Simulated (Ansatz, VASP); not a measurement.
**MgO2 in VASP and in Ansatz**

```xyz
12
Lattice="-3.2095 -1.8530 3.4940 3.2095 -1.8530 3.4940 0.0000 3.7060 3.4940" Properties=species:S:1:pos:R:3 pbc="T T T"
Mg    0.0000    0.0000    0.0000
Mg    0.0000   -1.8530    3.4940
Mg   -1.6048    0.9265    3.4940
Mg    1.6048    0.9265    3.4940
O     0.0000    0.0000    4.4945
O     0.0000   -1.8530    7.9885
O    -1.6048    0.9265    7.9885
O     1.6048    0.9265    7.9885
O     0.0000    0.0000    5.9874
O     0.0000    1.8530    2.4935
O     1.6048   -0.9265    2.4935
O    -1.6048   -0.9265    2.4935
```

Alike in both runs: task single point; functional PBEsol; k mesh 6 × 6 × 6; occupations gaussian, width 0.05 eV; no spin polarisation.

|  | VASP | Ansatz |
| --- | --- | --- |
| version | VASP 6.6.1 | Ansatz 0.2.0 |
| potentials or method | VASP PAW PBE potentials, release 64 (Mg, O), cutoff 520 eV | scalar-relativistic, plane waves, PAW |
| valence electrons in the cell | 56 | 88 |

```tsv
	VASP	Ansatz	Ansatz less VASP
gap on the k mesh at the Fermi level (eV)	2.21	2.23	+0.027
least direct gap on the mesh (eV)	2.21	2.23	+0.027
pressure (GPa)	-5.0	-4.8	+0.18
traceless stress, the component that is largest in VASP (GPa)	-1.13	-2.17	-1.046
rms of the force components (eV/Å)	0.058	0.143	+0.0856
```

VASP's potentials were made for PBE, not for PBEsol. Atom by atom the forces differ by 0.086 eV/Å (rms over components). VASP's potentials hold 56 valence electrons a cell and Ansatz's 88, so a difference there can come from the potentials and not from the codes.
